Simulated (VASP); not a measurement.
# CaO (R-3m) in VASP: a series of runs, part 3 of 3

VASP 6.6.1.

## 5. Single point, PBE

This run uses another cell than the first one, of the same volume but with other edges.

INCAR

```
SYSTEM = CaO
  PREC = Accurate
  ENCUT = 520
  EDIFF = 1E-7
  ISMEAR = 0
  SIGMA = 0.05
  LREAL = .False.
  LASPH = .True.
  NELM = 80
  ALGO = Normal
  ISIF = 2
  LWAVE = .False.
  LCHARG = .False.
  GGA = PE
  NBANDS = 15
```

KPOINTS

```
Automatic mesh
0
Gamma
  10 10 10
  0 0 0
```

POSCAR

```
CaO
1.0
    0.1273052345      2.5142783815      2.5142783815
    2.5142783815      0.1273052345      2.5142783815
    2.5142783815      2.5142783815      0.1273052345
Ca O
1 1
Direct
    0.0000000000      0.0000000000      0.0000000000
    0.5000000000      0.5000000000      0.5000000000
```

Potentials or basis: VASP PAW PBE potentials, release 64 (Ca_sv, O).

Started as:

```bash
cat potpaw_PBE.64/Ca_sv/POTCAR potpaw_PBE.64/O/POTCAR > POTCAR
mpirun -np 1 vasp_std > vasp.out
```

OUTCAR:

```text
SYSTEM = CaO
   PREC = Accurate
   ENCUT = 520
   EDIFF = 1E-7
   ISMEAR = 0
   LREAL = .False.
   LASPH = .True.
   NELM = 80
   ISIF = 2
   GGA = PE

 ion  position               nearest neighbor table
   1  0.000  0.000  0.000-   2 2.45   2 2.45   2 2.45   2 2.45   2 2.45   2 2.45
   2  0.500  0.500  0.500-   1 2.45   1 2.45   1 2.45   1 2.45   1 2.45   1 2.45

  LATTYP: Found a trigonal (rhomboedric) cell.
 ALAT       =     3.5580048036
 COS(alpha) =     0.5499279885

  Lattice vectors:

 A1 = (   0.1273052345,   2.5142783815,   2.5142783815)
 A2 = (   2.5142783815,   0.1273052345,   2.5142783815)
 A3 = (   2.5142783815,   2.5142783815,   0.1273052345)

Analysis of symmetry for initial positions (statically):
=====================================================================
 Subroutine PRICEL returns:
 Original cell was already a primitive cell.

 Routine SETGRP: Setting up the symmetry group for a
 trigonal (rhombohedral) supercell.

 Subroutine GETGRP returns: Found 12 space group operations
 (whereof 12 operations were pure point group operations)
 out of a pool of 12 trial point group operations.

The static configuration has the point symmetry D_3d.

Analysis of symmetry for dynamics (positions and initial velocities):
=====================================================================
 Subroutine PRICEL returns:
 Original cell was already a primitive cell.

 Routine SETGRP: Setting up the symmetry group for a
 trigonal (rhombohedral) supercell.

 Subroutine GETGRP returns: Found 12 space group operations
 (whereof 12 operations were pure point group operations)
 out of a pool of 12 trial point group operations.

The dynamic configuration has the point symmetry D_3d.

 Subroutine INISYM returns: Found 12 space group operations
 (whereof 12 operations are pure point group operations),
 and found     1 'primitive' translations

----------------------------------------------------------------------------------------

                                     Primitive cell

  volume of cell :      29.3762

  direct lattice vectors                    reciprocal lattice vectors
     0.127305235  2.514278382  2.514278382    -0.214642414  0.204298202  0.204298202
     2.514278382  0.127305235  2.514278382     0.204298202 -0.214642414  0.204298202
     2.514278382  2.514278382  0.127305235     0.204298202  0.204298202 -0.214642414

  length of vectors
     3.558004804  3.558004804  3.558004804     0.359926209  0.359926209  0.359926209

  position of ions in fractional coordinates (direct lattice)
     0.000000000  0.000000000  0.000000000
     0.500000000  0.500000000  0.500000000

  ion indices of the primitive-cell ions
   primitive index   ion index
                 1           1
                 2           2

----------------------------------------------------------------------------------------

 KPOINTS: Automatic mesh

Automatic generation of k-mesh.
 Grid dimensions read from file:
 generate k-points for:   10   10   10

 Generating k-lattice:

  Cartesian coordinates                     Fractional coordinates (reciprocal lattice)
    -0.021464241  0.020429820  0.020429820     0.100000000 -0.000000000 -0.000000000
     0.020429820 -0.021464241  0.020429820    -0.000000000  0.100000000 -0.000000000
[... 42 lines left out ...]
   total plane-waves  NPLWV =  21952
   dimension x,y,z NGX =    28 NGY =   28 NGZ =   28
   dimension x,y,z NGXF=    56 NGYF=   56 NGZF=   56
   ions per type =               1   1
   NGX,Y,Z   is equivalent  to a cutoff of  13.08, 13.08, 13.08 a.u.
   NGXF,Y,Z  is equivalent  to a cutoff of  26.17, 26.17, 26.17 a.u.
 SYSTEM =  CaO
   PREC   = accura    normal or accurate (medium, high low for compatibility)
   ISTART =      0    job   : 0-new  1-cont  2-samecut
   ICHARG =      2    charge: 1-file 2-atom 10-const
   ISPIN  =      1    spin polarized calculation?
   LNONCOLLINEAR =      F non collinear calculations
   LSORBIT =      F    spin-orbit coupling
   LASPH  =      T    aspherical Exc in radial PAW
   ENCUT  =  520.0 eV  38.22 Ry    6.18 a.u.   6.62  6.62  6.62*2*pi/ulx,y,z
   NELM   =     80;   NELMIN=  2; NELMDL= -5     # of ELM steps
   EDIFF  = 0.1E-06   stopping-criterion for ELM
   LREAL  =      F    real-space projection
   EDIFFG = 0.1E-05   stopping-criterion for IOM
   NSW    =      0    number of steps for IOM
   IBRION =     -1    ionic relax: 0-MD 1-quasi-New 2-CG
   NFREE  =      0    steps in history (QN), initial steepest desc. (CG)
   ISIF   =      2    stress and relaxation
   ISYM   =      2    0-nonsym 1-usesym 2-fastsym
   POTIM  = 0.5000    time-step for ionic-motion
   TEBEG  =    0.0;   TEEND  =   0.0 temperature during run
   PSTRESS=    0.0 pullay stress
   NELECT =      16.0000    total number of electrons
   NUPDOWN=      -1.0000    fix difference up-down
   EMIN   =  10.00;   EMAX   =-10.00  energy-range for DOS
   EFERMI =   0.00;   METHOD = LEGACY
   ISMEAR =     0;   SIGMA  =   0.05  broadening in eV -4-tet -1-fermi 0-gaus
   EFERMI_NEDOS =   21; number of points for ismear=-14 and -15
   IALGO  =     38    algorithm
   IMIX   =      4    mixing-type and parameters
     AMIX     =   0.40;   BMIX     =  1.00
     AMIX_MAG =   1.60;   BMIX_MAG =  1.00
  volume/ion in A,a.u.               =      14.69        99.12
  Fermi-wavevector in a.u.,A,eV,Ry     =   1.336953  2.526474 24.319632  1.787443
  Thomas-Fermi vector in A             =   2.465539
   LORBIT       =      0    0 simple, 1 ext, 2 COOP (PROOUT), +10 PAW based schemes
   GGA     = PE    functional components
   LHFCALC =     F    Hartree Fock is set to
   AEXX    =    0.0000 exact exchange contribution
   IVDW    =     0    specifies the selected vdW correction
   LEPSILON=     F    determine dielectric tensor
   LRPA    =     F    only Hartree local field effects (RPA)
 non-spin polarized calculation
 Gauss-broadening in eV      SIGMA  =   0.05
  energy-cutoff  :      520.00
  volume of cell :       29.38
 maximum number of plane-waves:       810
   NGX = 13   NGY = 13   NGZ = 13

 number of electron      15.9999999 magnetization

 Free energy of the ion-electron system (eV)
  ---------------------------------------------------
  ext. energy  EPLUGINS =         0.00000000
  ---------------------------------------------------
  free energy    TOTEN  =       -12.73657956 eV

  energy without entropy =      -12.73657956  energy(sigma->0) =      -12.73657956

 E-fermi :   2.4122     XC(G=0): -10.2067

 val. band max:        2.1635996555   @ k =   0.0000   0.0000   0.0000
 cond. band min:       5.6585661108   @ k =   0.5000   0.5000  -0.0000
 fundamental gap:      3.4949664552
 Fermi energy:         2.4122044919

 k-point     1 :       0.0000    0.0000    0.0000
  band No.  band energies     occupation
      1     -35.8730      2.00000
      2     -16.6692      2.00000
      3     -16.6692      2.00000
      4     -16.6640      2.00000
      5     -13.3662      2.00000
      6       1.8815      2.00000
      7       2.1636      2.00000
      8       2.1636      2.00000
      9       6.1985      0.00000
     10       7.7810      0.00000
     11       8.2819      0.00000
     12       8.2819      0.00000
     13       9.5738      0.00000
     14       9.5738      0.00000
[... 401 lines left out ...]
      2     -17.1914      2.00000
      3     -16.8395      2.00000
      4     -16.7968      2.00000
      5     -12.9219      2.00000
      6       0.4344      2.00000
      7       1.4828      2.00000
      8       1.6336      2.00000
      9       6.3014      0.00000
     10       9.2454      0.00000
     11      10.3688      0.00000
     12      10.4885      0.00000
     13      10.7425      0.00000
     14      12.3271      0.00000
     15      16.9593      0.00000

 [... further k-points ...]

------------------------ aborting loop because EDIFF is reached ----------------------------------------

  FORCE on cell =-STRESS in cart. coord.  units (eV):
  Direction    XX          YY          ZZ          XY          YZ          ZX
  --------------------------------------------------------------------------------------
  -------------------------------------------------------------------------------------
  Total       -0.6763224     -0.6763224     -0.6763224     -0.7880551     -0.7880551     -0.7880551
  in kB      -36.8865450    -36.8865450    -36.8865450    -42.9804343    -42.9804343    -42.9804343
  external PRESSURE =     -36.8865450 kB  Pullay stress =       0.0000000 kB

 VOLUME and BASIS-vectors are now :
 -----------------------------------------------------------------------------
  energy-cutoff  :      520.00
  volume of cell :       29.38
      direct lattice vectors                 reciprocal lattice vectors
     0.127305235  2.514278382  2.514278382    -0.214642414  0.204298202  0.204298202
     2.514278382  0.127305235  2.514278382     0.204298202 -0.214642414  0.204298202
     2.514278382  2.514278382  0.127305235     0.204298202  0.204298202 -0.214642414

 POSITION                                       TOTAL-FORCE (eV/Angst)
 -----------------------------------------------------------------------------------
      0.00000      0.00000      0.00000        -0.000000     -0.000000      0.000000
      2.57793      2.57793      2.57793         0.000000      0.000000     -0.000000
 -----------------------------------------------------------------------------------
    total drift:                                0.000000      0.000000      0.000000

  FREE ENERGIE OF THE ION-ELECTRON SYSTEM (eV)
  ---------------------------------------------------
  free  energy   TOTEN  =       -12.7365795551 eV

  energy  without entropy=      -12.7365795551  energy(sigma->0) =      -12.73657956
```

It took 24 s on 1 thread of Intel Xeon 6975P-C (Granite Rapids), shared host; peak memory 0.19 GiB.

What came out:

```yaml
Free_energy: -12.7366 eV
Pressure: -3.7 GPa
Band_gap_on_the_k_mesh: 3.50 eV, indirect (least direct gap 3.86 eV)
```

Stress tensor (GPa, compression positive):
```
-3.69 -4.30 -4.30
-4.30 -3.69 -4.30
-4.30 -4.30 -3.69
```

 A k mesh can miss the band edges.

## 6. The runs side by side

```tsv
cell	gap on the mesh (eV)	pressure (GPa)
a = 3.707 Å, angles 52.2°, 2 atoms	3.02	-4.3
a = 4.363 Å, angles 38.9°, 2 atoms	none	-2.8
a = 3.385 Å, angles 63.2°, 2 atoms	3.46	-3.7
a = 3.558 Å, angles 56.6°, 2 atoms	3.50	-3.7
```

Alike in all rows: task single point; level PBE; potentials or basis VASP PAW PBE potentials, release 64 (Ca_sv, O); no spin polarisation; k mesh 10 × 10 × 10; cutoff (eV) 520; smearing gaussian 0.05 eV.

Total energies depend on the potentials used, so only differences within one code and one set of settings carry meaning.
